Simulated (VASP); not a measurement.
Here is a VASP 6.6.1 calculation.

Contents of POSCAR:

```
Pd
1.0
    2.7166111085      0.0000000000      0.0000000000
   -1.3583055542      2.3526542322      0.0000000000
    0.0000000000      0.0000000000      4.6539070381
Pd
2
Direct
    0.3333333333      0.6666666667      0.2500000000
    0.6666666667      0.3333333333      0.7500000000
```

Contents of INCAR.step1:

```
SYSTEM = Pd
ALGO = Normal
EDIFF = 1E-5
ENCUT = 520
GGA = PE
ISIF = 2
ISMEAR = -1
LASPH = .True.
LCHARG = .False.
LREAL = .False.
LWAVE = .True.
NBANDS = 17
NELM = 100
PREC = Accurate
SIGMA = 0.05
```

The input INCAR.step2:

```
SYSTEM = Pd
AEXX = 0.25
ALGO = Normal
EDIFF = 1E-7
ENCUT = 520
GGA = PE
HFSCREEN = 0.3
ISIF = 2
ISMEAR = -1
ISTART = 1
LASPH = .True.
LCHARG = .False.
LHFCALC = .True.
LREAL = .False.
LWAVE = .False.
NBANDS = 17
NELM = 100
PREC = Accurate
PRECFOCK = Normal
SIGMA = 0.05
```

Contents of KPOINTS:

```
k-points
0
Gamma
  6 6 3
  0 0 0
```

Potentials or basis: VASP PAW PBE potentials, release 64 (Pd).

Launch:

```console
$ cat potpaw_PBE.64/Pd/POTCAR > POTCAR
$ cp INCAR.step1 INCAR
$ mpirun -np 1 vasp_std > vasp.out
$ cp INCAR.step2 INCAR
$ mpirun -np 1 vasp_std > vasp.out
```

**Question.** Predict the pressure.

**Answer.** 0.4 GPa.

**Question.** Predict the band gap on the k mesh.

**Answer.** Zero (band 10 reaches 9.23 eV, above the bottom of band 11 at 8.22 eV).

Stress tensor (GPa, compression positive):
```
0.51 0.00 0.00
0.00 0.51 0.00
0.00 0.00 0.32
```

Caveat: the k points lie up to 0.45 Å⁻¹ apart; the PAW data sets were made with another functional, which shifts forces and pressure a little.
